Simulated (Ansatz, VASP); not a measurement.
## Two plane-wave programs on TiO2

Contents of INCAR:

```
PREC = Accurate
ENCUT = 520
EDIFF = 1E-6
ISMEAR = 0
SIGMA = 0.02
LREAL = False
LASPH = True
NELM = 100
ALGO = Normal
ISIF = 2
LWAVE = False
LCHARG = False
GGA = PE
NBANDS = 33
```

Contents of KPOINTS:

```
Automatic mesh
0
Gamma
  10 10 10
```

POSCAR

```
TiO2
1.0
   -1.8452824975      1.8452824975      3.9714126578
    1.8452824975     -1.8452824975      3.9714126578
    1.8452824975      1.8452824975     -3.9714126578
Ti O
2 4
Direct
    0.0000000000      0.0000000000      0.0000000000
    0.7500000000      0.2500000000      0.5000000000
    0.9874067270      0.4874067270      0.5000000000
    0.2374067270      0.2374067270      0.0000000000
    0.5125932730      0.0125932730      0.5000000000
    0.7625932730      0.7625932730      0.0000000000
```

Input for Ansatz:

```yaml
crystal:
  lattice:
    - [-1.8452824975, 1.8452824975, 3.9714126578]
    - [1.8452824975, -1.8452824975, 3.9714126578]
    - [1.8452824975, 1.8452824975, -3.9714126578]
  atoms:
    - { symbol: Ti, position: [0.0, 0.0, 0.0] }
    - { symbol: Ti, position: [0.75, 0.25, 0.5] }
    - { symbol: O, position: [0.987406727, 0.487406727, 0.5] }
    - { symbol: O, position: [0.237406727, 0.237406727, 0.0] }
    - { symbol: O, position: [0.512593273, 0.012593273, 0.5] }
    - { symbol: O, position: [0.762593273, 0.762593273, 0.0] }
basis:
  ecutwfc: 420
kpoints:
  mp_grid: { grid: [10, 10, 10] }
  band_path: { path: [VBM, CBM], npoints: 2 }
hamiltonian:
  xc: pbe
scf:
  occupations: { method: gaussian, width: 0.02 }
output:
  forces: true
  stress: true
  eigenvalues: true
checkpoint:
  read: start.run
  write: ck
  compress: false
  write_wavefunctions: false
  write_every: 100000
```

Alike in both runs: task single point; functional PBE; k mesh 10 × 10 × 10; occupations gaussian, width 0.02 eV; no spin polarisation.

|  | VASP | Ansatz |
| --- | --- | --- |
| version | VASP 6.6.1 | Ansatz 0.2.0 |
| potentials or method | VASP PAW PBE potentials, release 64 (Ti_sv, O), cutoff 520 eV | scalar-relativistic, plane waves, PAW |
| valence electrons in the cell | 48 | 48 |

|  | VASP | Ansatz | Ansatz less VASP |
| --- | --- | --- | --- |
| gap on the k mesh at the Fermi level (eV) | 1.54 | 1.57 | +0.029 |
| least direct gap on the mesh (eV) | 2.04 | 2.06 | +0.018 |
| rms of the force components (eV/Å) | 0.025 | 0.000 | -0.0251 |

Atom by atom the forces differ by 0.025 eV/Å (rms over components). With one functional, cell and mesh, what is left measures potentials, basis and numerics.
